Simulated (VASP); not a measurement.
Here is a VASP 6.6.1 calculation.

Contents of INCAR:

```
SYSTEM = MoS2
  PREC = Accurate
  ENCUT = 600
  EDIFF = 1E-7
  ISMEAR = 0
  SIGMA = 0.05
  LREAL = .False.
  LASPH = .True.
  NELM = 100
  ALGO = Normal
  ISIF = 4
  LWAVE = .False.
  LCHARG = .False.
  GGA = PE
  IVDW = 12
  IBRION = 2
  NSW = 60
  EDIFFG = -0.01
```

Contents of KPOINTS:

```
Automatic mesh
0
Gamma
  10 10 2
  0 0 0
```

The input POSCAR:

```
MoS2
1.0
    3.1690000000      0.0000000000      0.0000000000
   -1.5845000000      2.7444345046      0.0000000000
    0.0000000000      0.0000000000     12.3240000000
Mo S
2 4
Direct
    0.3333333333      0.6666666667      0.2500000000
    0.6666666667      0.3333333333      0.7500000000
    0.3333333333      0.6666666667      0.6230000000
    0.6666666667      0.3333333333      0.1230000000
    0.3333333333      0.6666666667      0.8770000000
    0.6666666667      0.3333333333      0.3770000000
```

Potentials or basis: VASP PAW PBE potentials, release 64 (Mo_sv, S).

Run with:

```bash
$ cat potpaw_PBE.64/Mo_sv/POTCAR potpaw_PBE.64/S/POTCAR > POTCAR
$ mpirun -np 1 vasp_std > vasp.out
```

(1) Estimate the dispersion energy per atom.

(2) Estimate the band gap on the k mesh.

## Answers

(1) -0.423 eV.

(2) 0.98 eV, indirect (least direct gap 1.90 eV).
